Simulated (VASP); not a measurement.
Write the native input for VASP 6.6.1 that does the following.

| Property | Result |
| --- | --- |
| Task | relaxation of cell and atoms |
| Functional | LDA |
| Potentials or basis | VASP PAW LDA potentials, release 64 (Cs_sv, H) |
| Cutoff | 500 eV |
| k mesh | 4 × 4 × 4 |
| Occupations | methfessel-paxton, width 0.02 eV |
| Spin | no spin polarisation |
| Target pressure | 45 GPa |
| Dipole correction | no |
| Further INCAR settings | ALGO = Normal; EDIFF = 1e-07; IBRION = 2; EDIFFG = -0.03; NSW = 80; ISIF = 3 |

The structure of CsH lies in POSCAR:

```
CsH
1.0
    0.0000000000      3.1880000000      3.1880000000
    3.1880000000      0.0000000000      3.1880000000
    3.1880000000      3.1880000000      0.0000000000
Cs H
1 1
Direct
    0.0000000000      0.0000000000      0.0000000000
    0.5000000000      0.5000000000      0.5000000000
```

One way to write it, as run:

INCAR

```
PREC = Accurate
ENCUT = 500
EDIFF = 1E-7
ISMEAR = 1
SIGMA = 0.02
LREAL = F
LASPH = T
NELM = 120
ALGO = Normal
ISIF = 3
LWAVE = F
LCHARG = F
IBRION = 2
NSW = 80
EDIFFG = -0.03
PSTRESS = 450.0
GGA_COMPAT = F
NELMIN = 4
```

KPOINTS

```
regular mesh
0
Gamma
  4 4 4
```

Potentials or basis: VASP PAW LDA potentials, release 64 (Cs_sv, H).

Command:

```sh
$ cat potpaw_LDA.64/Cs_sv/POTCAR potpaw_LDA.64/H/POTCAR > POTCAR
$ mpirun -np 1 vasp_std > vasp.out
```

It gave:

- Relaxed volume: 12.72 Å³/atom
- Relaxed cell: a = 3.302 Å, b = 3.302 Å, c = 3.302 Å, α = 60.00°, β = 60.00°, γ = 60.00°
- Space group after relaxing (to 0.1 Å): Fm-3m (No. 225)
- Energy change on relaxing (the run minimises the enthalpy): +1096.4 meV/atom
- Ionic steps: 18
- Pressure after relaxing: 44.7 GPa
- Band gap on the k mesh: zero (bands 5 and 6 overlap by 0.91 eV)

Caveat: the k points lie up to 0.58 Å⁻¹ apart in the final cell, too coarse for converged energies and pressures of a metal; the cell is relaxed towards a set pressure, so the run minimises the enthalpy, not the energy; the volume moved by over 15 % at a fixed basis, so the end points are rough; spin-orbit coupling is left out, which moves the levels of the heavy elements.

Run time: 63 s on 1 thread of Intel(R) Xeon(R) 6975P-C (Granite Rapids), on a shared host, peak memory 0.21 GiB.
